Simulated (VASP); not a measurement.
Runs of VASP 6.6.1 on CsBr. The structure is that of space group Pm-3m (No. 221), or close to it. The cells are those of the table. 

```tsv
cell	gap on the mesh (eV)	pressure (GPa)
a = 4.383 Å, 2 atoms	5.00	-0.5
a = 4.410 Å, 2 atoms	4.92	(c)
a = 4.237 Å, 2 atoms	5.35	(b)
a = 4.297 Å, 2 atoms	(a)	0.4
```

Alike in all rows: task single point; level r2SCAN; potentials or basis VASP PAW PBE potentials, release 64 (Cs_sv, Br); no spin polarisation; k mesh 6 × 6 × 6; cutoff (eV) 550; smearing fermi-dirac 0.05 eV.

Question: Estimate the missing entries.

Answer: (a) 5.26; (b) 1.2; (c) -0.8.

Caveats: the PAW data sets were made with another functional, which shifts forces and pressure a little; spin-orbit coupling is left out, which moves the levels of the heavy elements.

A k mesh can miss the band edges, and the runs leave out spin-orbit coupling on Br, Cs.
